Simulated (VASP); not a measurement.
# BaTlH5 (P4/mmm) in VASP: relaxation of cell and atoms with PBE

Aim: the relaxation of cell and atoms of BaTlH5 with PBE.

Everything below comes from runs of VASP 6.6.1. Logs are shortened: lines on timing, memory, paths and dates and some standing lists are left out, and cuts for length are marked.

### Step 1. The cell of the first run

It takes space group P4/mmm (No. 123, tetragonal). The conventional cell has a = 3.988 Å, b = 3.988 Å, c = 6.502 Å, α = 90.00°, β = 90.00°, γ = 90.00°. Ba (site symmetry 4/mmm) has 12 H at 2.81 to 2.82 Å and 2 Tl at 3.25 Å within 3.7 Å. Within 3.1 Å of Tl (site symmetry 4/mmm) lie 8 H at 2.36 Å. Within 3.7 Å of H (site symmetry 4/mmm) lie 8 H at 2.81 Å and 4 Ba at 2.82 Å. Within 3.1 Å of H (site symmetry 2mm) lie 2 Tl at 2.36 Å and 7 H at 2.54 to 2.82 Å and 2 Ba at 2.81 Å.

The cell was generated, and may not be a known phase.

### Step 2. Relaxation of cell and atoms, PBE

INCAR reads:

```
SYSTEM = BaTlH5
ALGO = Normal
EDIFF = 1E-7
EDIFFG = -0.01
ENCUT = 600
GGA = PE
IBRION = 2
ISIF = 3
ISMEAR = 0
LASPH = .True.
LCHARG = .False.
LREAL = .False.
LWAVE = .False.
NELM = 80
NSW = 100
PREC = Accurate
SIGMA = 0.1
```

KPOINTS reads:

```
k-points
0
Gamma
  10 10 6
  0 0 0
```

POSCAR reads:

```
BaTlH5
1.0
    3.9880067100      0.0000000000      0.0000000000
    0.0000000000      3.9880067100      0.0000000000
    0.0000000000      0.0000000000      6.5020517900
Ba Tl H
1 1 5
Direct
    0.0000000000      0.0000000000      0.0000000000
    0.0000000000      0.0000000000      0.5000000000
    0.5000000000      0.5000000000      0.0000000000
    0.5000000000      0.0000000000      0.3046900000
    0.0000000000      0.5000000000      0.3046900000
    0.5000000000      0.0000000000      0.6953100000
    0.0000000000      0.5000000000      0.6953100000
```

Potentials or basis: VASP PAW PBE potentials, release 64 (Ba_sv, Tl_d, H).

On the command line:

```sh
cat potpaw_PBE.64/Ba_sv/POTCAR potpaw_PBE.64/Tl_d/POTCAR potpaw_PBE.64/H/POTCAR > POTCAR
mpirun -np 1 vasp_std > vasp.out
```

OUTCAR:

```text
SYSTEM = BaTlH5
   EDIFF = 1E-7
   EDIFFG = -0.01
   ENCUT = 600
   GGA = PE
   IBRION = 2
   ISIF = 3
   ISMEAR = 0
   LASPH = .True.
   LREAL = .False.
   NELM = 80
   NSW = 100
   PREC = Accurate

 ion  position               nearest neighbor table
   1  0.000  0.000  0.000-   4 2.81   5 2.81   6 2.81   7 2.81   5 2.81   7 2.81   4 2.81   6 2.81
                             2 3.25   2 3.25
   2  0.000  0.000  0.500-   4 2.36   5 2.36   6 2.36   7 2.36   5 2.36   7 2.36   4 2.36   6 2.36
                             1 3.25   1 3.25
   3  0.500  0.500  0.000-
   4  0.500  0.000  0.305-   2 2.36   2 2.36   1 2.81   1 2.81
   5  0.000  0.500  0.305-   2 2.36   2 2.36   1 2.81   1 2.81
   6  0.500  0.000  0.695-   2 2.36   2 2.36   1 2.81   1 2.81
   7  0.000  0.500  0.695-   2 2.36   2 2.36   1 2.81   1 2.81

  LATTYP: Found a simple tetragonal cell.
 ALAT       =     3.9880067100
 C/A-ratio  =     1.6304014168

  Lattice vectors:

 A1 = (   3.9880067100,   0.0000000000,   0.0000000000)
 A2 = (   0.0000000000,   3.9880067100,   0.0000000000)
 A3 = (   0.0000000000,   0.0000000000,   6.5020517900)

Analysis of symmetry for initial positions (statically):
=====================================================================
 Subroutine PRICEL returns:
 Original cell was already a primitive cell.

 Routine SETGRP: Setting up the symmetry group for a
 simple tetragonal supercell.

 Subroutine GETGRP returns: Found 16 space group operations
 (whereof 16 operations were pure point group operations)
 out of a pool of 16 trial point group operations.

The static configuration has the point symmetry D_4h.

Analysis of symmetry for dynamics (positions and initial velocities):
=====================================================================
 Subroutine PRICEL returns:
 Original cell was already a primitive cell.

 Routine SETGRP: Setting up the symmetry group for a
 simple tetragonal supercell.

 Subroutine GETGRP returns: Found 16 space group operations
 (whereof 16 operations were pure point group operations)
 out of a pool of 16 trial point group operations.

The dynamic configuration has the point symmetry D_4h.

 Subroutine INISYM returns: Found 16 space group operations
 (whereof 16 operations are pure point group operations),
 and found     1 'primitive' translations

----------------------------------------------------------------------------------------

                                     Primitive cell

  volume of cell :     103.4099

  direct lattice vectors                    reciprocal lattice vectors
     3.988006710  0.000000000  0.000000000     0.250751835  0.000000000  0.000000000
     0.000000000  3.988006710  0.000000000     0.000000000  0.250751835  0.000000000
     0.000000000  0.000000000  6.502051790     0.000000000  0.000000000  0.153797606

  length of vectors
     3.988006710  3.988006710  6.502051790     0.250751835  0.250751835  0.153797606

  position of ions in fractional coordinates (direct lattice)
     0.000000000  0.000000000  0.000000000
     0.000000000  0.000000000  0.500000000
     0.500000000  0.500000000  0.000000000
     0.500000000  0.000000000  0.304690000
     0.000000000  0.500000000  0.304690000
     0.500000000  0.000000000  0.695310000
     0.000000000  0.500000000  0.695310000

  ion indices of the primitive-cell ions
   primitive index   ion index
                 1           1
                 2           2
                 3           3
                 4           4
                 5           5
                 6           6
                 7           7

----------------------------------------------------------------------------------------

 KPOINTS: k-points

Automatic generation of k-mesh.
 Grid dimensions read from file:
 generate k-points for:   10   10    6

 Generating k-lattice:

  Cartesian coordinates                     Fractional coordinates (reciprocal lattice)
     0.025075183  0.000000000  0.000000000     0.100000000  0.000000000  0.000000000
     0.000000000  0.025075183  0.000000000     0.000000000  0.100000000  0.000000000
     0.000000000  0.000000000  0.025632934     0.000000000  0.000000000  0.166666667

  Length of vectors
     0.025075183  0.025075183  0.025632934

  Shift w.r.t. Gamma in fractional coordinates (k-lattice)
     0.000000000  0.000000000  0.000000000

 Subroutine IBZKPT returns following result:
 ===========================================

 Found     84 irreducible k-points:

 Following reciprocal coordinates:
            Coordinates               Weight
  0.000000  0.000000  0.000000      1.000000
  0.100000  0.000000  0.000000      4.000000
  0.200000  0.000000  0.000000      4.000000
  0.300000  0.000000  0.000000      4.000000
  0.400000  0.000000  0.000000      4.000000
  0.500000  0.000000  0.000000      2.000000
[... 16 lines left out ...]
  0.100000  0.000000  0.166667      8.000000
  0.200000  0.000000  0.166667      8.000000
 [... further k-points ...]
   k-points           NKPTS =     84   k-points in BZ     NKDIM =     84   number of bands    NBANDS=     18
   number of dos      NEDOS =    301   number of ions     NIONS =      7
   total plane-waves  NPLWV =  55296
   dimension x,y,z NGX =    32 NGY =   32 NGZ =   54
   dimension x,y,z NGXF=    64 NGYF=   64 NGZF=  108
   ions per type =               1   1   5
   NGX,Y,Z   is equivalent  to a cutoff of  13.34, 13.34, 13.81 a.u.
   NGXF,Y,Z  is equivalent  to a cutoff of  26.68, 26.68, 27.61 a.u.
 SYSTEM =  BaTlH5
   PREC   = accura    normal or accurate (medium, high low for compatibility)
   ISTART =      0    job   : 0-new  1-cont  2-samecut
   ICHARG =      2    charge: 1-file 2-atom 10-const
   ISPIN  =      1    spin polarized calculation?
   LNONCOLLINEAR =      F non collinear calculations
   LSORBIT =      F    spin-orbit coupling
   LASPH  =      T    aspherical Exc in radial PAW
   ENCUT  =  600.0 eV  44.10 Ry    6.64 a.u.   7.97  7.97 12.99*2*pi/ulx,y,z
   NELM   =     80;   NELMIN=  2; NELMDL= -5     # of ELM steps
   EDIFF  = 0.1E-06   stopping-criterion for ELM
   LREAL  =      F    real-space projection
   EDIFFG = -.1E-01   stopping-criterion for IOM
   NSW    =    100    number of steps for IOM
   IBRION =      2    ionic relax: 0-MD 1-quasi-New 2-CG
   NFREE  =      1    steps in history (QN), initial steepest desc. (CG)
   ISIF   =      3    stress and relaxation
   ISYM   =      2    0-nonsym 1-usesym 2-fastsym
   POTIM  = 0.5000    time-step for ionic-motion
   TEBEG  =    0.0;   TEEND  =   0.0 temperature during run
   PSTRESS=    0.0 pullay stress
   NELECT =      28.0000    total number of electrons
   NUPDOWN=      -1.0000    fix difference up-down
   EMIN   =  10.00;   EMAX   =-10.00  energy-range for DOS
   EFERMI =   0.00;   METHOD = LEGACY
   ISMEAR =     0;   SIGMA  =   0.10  broadening in eV -4-tet -1-fermi 0-gaus
   EFERMI_NEDOS =   21; number of points for ismear=-14 and -15
   IALGO  =     38    algorithm
   IMIX   =      4    mixing-type and parameters
     AMIX     =   0.40;   BMIX     =  1.00
     AMIX_MAG =   1.60;   BMIX_MAG =  1.00
  volume/ion in A,a.u.               =      14.77        99.69
  Fermi-wavevector in a.u.,A,eV,Ry     =   1.059108  2.001423 15.261778  1.121709
  Thomas-Fermi vector in A             =   2.194441
   LORBIT       =      0    0 simple, 1 ext, 2 COOP (PROOUT), +10 PAW based schemes
   GGA     = PE    functional components
   LHFCALC =     F    Hartree Fock is set to
   AEXX    =    0.0000 exact exchange contribution
   IVDW    =     0    specifies the selected vdW correction
   LEPSILON=     F    determine dielectric tensor
   LRPA    =     F    only Hartree local field effects (RPA)
 conjugate gradient relaxation of ions
 non-spin polarized calculation
 Gauss-broadening in eV      SIGMA  =   0.10
  energy-cutoff  :      600.00
  volume of cell :      103.41
 maximum number of plane-waves:      3480
 NGX is ok and might be reduce to    32
   NGX = 15   NGY = 15   NGZ = 25

--------------------------------------- Ionic step        1  -------------------------------------------

 number of electron      28.0000004 magnetization

 Free energy of the ion-electron system (eV)
  ---------------------------------------------------
  ext. energy  EPLUGINS =         0.00000000
  ---------------------------------------------------
  free energy    TOTEN  =       -18.24735425 eV

  energy without entropy =      -18.23131467  energy(sigma->0) =      -18.23933446

------------------------ aborting loop because EDIFF is reached ----------------------------------------

  FORCE on cell =-STRESS in cart. coord.  units (eV):
  Direction    XX          YY          ZZ          XY          YZ          ZX
  --------------------------------------------------------------------------------------
  -------------------------------------------------------------------------------------
  Total       -3.2632013     -3.2632013      4.1274692      0.0000000      0.0000000     -0.0000000
  in kB      -50.5582771    -50.5582771     63.9487762      0.0000000      0.0000000     -0.0000000
  external PRESSURE =     -12.3892594 kB  Pullay stress =       0.0000000 kB
[... 313 lines left out ...]
  energy  without entropy=      -18.6679860406  energy(sigma->0) =      -18.67329119

--------------------------------------- Ionic step        9  -------------------------------------------

 number of electron      27.9999994 magnetization

 Free energy of the ion-electron system (eV)
  ---------------------------------------------------
  ext. energy  EPLUGINS =         0.00000000
  ---------------------------------------------------
  free energy    TOTEN  =       -18.67956706 eV

  energy without entropy =      -18.66944429  energy(sigma->0) =      -18.67450568

 E-fermi :   1.7046     XC(G=0):  -8.9870

 val. band max:        1.6984363585   @ k =   0.4000   0.0000   0.5000
 cond. band min:       1.7100160434   @ k =   0.0000   0.0000   0.1667
 fundamental gap:      0.0115796849
 Fermi energy:         1.7045907050

 k-point     1 :       0.0000    0.0000    0.0000
  band No.  band energies     occupation
      1     -25.1403      2.00000
      2     -10.5827      2.00000
      3      -9.7845      2.00000
      4      -9.7845      2.00000
      5      -9.3280      2.00000
      6      -9.0918      2.00000
[... 10 lines left out ...]
     17       6.9015      0.00000
     18       6.9015      0.00000
[... 466 lines left out ...]
      2     -10.5534      2.00000
      3     -10.2880      2.00000
      4      -9.7444      2.00000
      5      -9.2540      2.00000
      6      -9.0319      2.00000
[... 10 lines left out ...]
     17       6.8045      0.00000
     18       6.8549      0.00000

 [... further k-points ...]

------------------------ aborting loop because EDIFF is reached ----------------------------------------

  FORCE on cell =-STRESS in cart. coord.  units (eV):
  Direction    XX          YY          ZZ          XY          YZ          ZX
  --------------------------------------------------------------------------------------
  -------------------------------------------------------------------------------------
  Total       -0.0312157     -0.0312157     -0.0589101      0.0000000     -0.0000000     -0.0000000
  in kB       -0.5161968     -0.5161968     -0.9741653      0.0000000     -0.0000000     -0.0000000
  external PRESSURE =      -0.6688529 kB  Pullay stress =       0.0000000 kB
[... 22 lines left out ...]
  FREE ENERGIE OF THE ION-ELECTRON SYSTEM (eV)
  ---------------------------------------------------
  free  energy   TOTEN  =       -18.6795670572 eV

  energy  without entropy=      -18.6694442939  energy(sigma->0) =      -18.67450568

 reached required accuracy - stopping structural energy minimisation
```

Run time: 11 min. Hardware: 1 thread of Intel Xeon 6975P-C (Granite Rapids), shared host; peak memory 0.39 GiB.

Results:

```yaml
Free_energy: -18.6796 eV
Relaxed_volume: 13.84 Å³/atom
Relaxed_cell: a = 3.720 Å, b = 3.720 Å, c = 7.003 Å, α = 90.00°, β = 90.00°, γ = 90.00°
Space_group_after_relaxing_to_0.1_Å: P4/mmm (No. 123)
Energy_gained_by_relaxing: 61.7 meV/atom
Ionic_steps: 9
Pressure_after_relaxing: -0.1 GPa
Largest_force_after_relaxing: 0.005 eV/Å
Band_gap_on_the_k_mesh: zero (bands 14 and 15 overlap by 1.78 eV)
```

Forces in eV/Å, atoms in the order of the input:
```
Ba   0.000  0.000  0.000
Tl   0.000  0.000  0.000
H    0.000  0.000  0.000
H    0.000  0.000  0.005
H    0.000  0.000  0.005
H    0.000  0.000 -0.005
H    0.000  0.000 -0.005
```

Step by step:
| step | energy change (eV) | largest force (eV/Å) | pressure (GPa) | volume (Å³) |
| --- | --- | --- | --- | --- |
| 1 | 0.0000 | 0.0487 | -1.24 | 103.41 |
| 2 | -0.2232 | 0.1123 | -1.48 | 101.62 |
| 3 | -0.3886 | 0.2270 | -0.91 | 98.07 |
| 4 | -0.3886 | 0.2239 | -0.94 | 98.19 |
| 5 | -0.4066 | 0.1825 | -0.22 | 96.49 |
| 6 | -0.4140 | 0.1268 | 0.73 | 94.51 |
| 7 | -0.4237 | 0.0825 | 0.53 | 95.13 |
| 8 | -0.4312 | 0.0051 | 0.17 | 96.36 |
| 9 | -0.4322 | 0.0051 | -0.07 | 96.89 |

Final structure:
```
Ba Tl H
1.0
     3.71952    0.00000    0.00000
     0.00000    3.71952    0.00000
     0.00000    0.00000    7.00315
Ba Tl H
1 1 5
Cartesian
  3.7195 3.7195 0.0000
  3.7195 3.7195 3.5016
  1.8598 1.8598 0.0000
  1.8598 0.0000 2.2249
  0.0000 1.8598 2.2249
  1.8598 0.0000 4.7783
  0.0000 1.8598 4.7783
```

Caveat: spin-orbit coupling is left out, which moves the levels of the heavy elements.
